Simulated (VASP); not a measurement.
Wanted: the native input for a VASP 6.6.1 run.

| Item | Value |
| --- | --- |
| Task | single point |
| Functional | r2SCAN |
| Potentials or basis | VASP PAW PBE potentials, release 64 (Si, C) |
| Cutoff | 580 eV |
| k mesh | 2 × 1 × 1 |
| Occupations | gaussian, width 0.01 eV |
| Spin | no spin polarisation |
| Dipole correction | no |
| Further INCAR settings | ALGO = Normal; EDIFF = 1e-06; NBANDS = 26 |

The system is SiC.

```xyz
8
Lattice="3.0798 0.0000 0.0000 -3.0798 5.3344 0.0000 0.0000 0.0000 5.0543" Properties=species:S:1:pos:R:3 pbc="T T T"
Si   -0.0077    1.7808   -0.0072
Si    1.5577    0.8219    2.4707
Si   -1.5206    4.4398   -0.0195
Si    0.0870    3.5327    2.4944
C     0.0249    1.6654    1.8317
C     1.5081    0.8778    4.4147
C    -1.4086    4.4542    1.9041
C     0.0536    3.5775    4.4253
```

The input as run:

POSCAR

```
SiC
1.0
    3.0798120000      0.0000000000      0.0000000000
   -3.0798120000      5.3343900000      0.0000000000
    0.0000000000      0.0000000000      5.0542550000
Si C
4 4
Direct
    0.3313426545      0.3338424825     -0.0014180131
    0.6598448201      0.1540762861      0.4888301045
    0.3385567762      0.8323002255     -0.0038531890
    0.6904960185      0.6622459175      0.4935336662
    0.3202891700      0.3122094560      0.3624108795
    0.6542247019      0.1645620211      0.8734654267
    0.3776380749      0.8350062519      0.3767267382
    0.6880602589      0.6706540017      0.8755515897
```

INCAR.step1

```
SYSTEM = SiC
PREC = Accurate ; ENCUT = 580
ISMEAR = 0 ; SIGMA = 0.01
LREAL = .False. ; LASPH = .True.
NELM = 120 ; NBANDS = 26
GGA = PE ; ALGO = Normal
EDIFF = 1E-5 ; LWAVE = .True.
LCHARG = .False. ; GGA_COMPAT = .False.
```

INCAR.step2

```
SYSTEM = SiC
PREC = Accurate ; ENCUT = 580
EDIFF = 1E-6 ; ISMEAR = 0
SIGMA = 0.01 ; LREAL = .False.
LASPH = .True. ; NELM = 120
ALGO = Normal ; ISIF = 2
LWAVE = .False. ; LCHARG = .False.
METAGGA = R2SCAN ; LMIXTAU = .True.
NBANDS = 26 ; ISTART = 1
GGA_COMPAT = .False.
```

KPOINTS

```
Automatic mesh
0
Gamma
  2 1 1
  0 0 0
```

Potentials or basis: VASP PAW PBE potentials, release 64 (Si, C).

Launch:

```bash
$ cat potpaw_PBE.64/Si/POTCAR potpaw_PBE.64/C/POTCAR > POTCAR
$ cp INCAR.step1 INCAR
$ mpirun -np 1 vasp_std > vasp.out
$ cp INCAR.step2 INCAR
$ mpirun -np 1 vasp_std > vasp.out
```

Results of the run:

```yaml
Pressure: -0.6 GPa
Largest_force: 2.581 eV/Å
Band_gap_on_the_k_mesh: 2.98 eV
```

Caveat: the k points lie up to 1.24 Å⁻¹ apart; the PAW data sets were made with another functional, which shifts forces and pressure a little; an odd mesh through Γ misses points on the zone boundary, where band edges can lie.

Run time: 18 s on 1 thread of AMD EPYC 9R45 96-Core Processor (Zen 5) (shared host), peak memory 0.17 GiB.
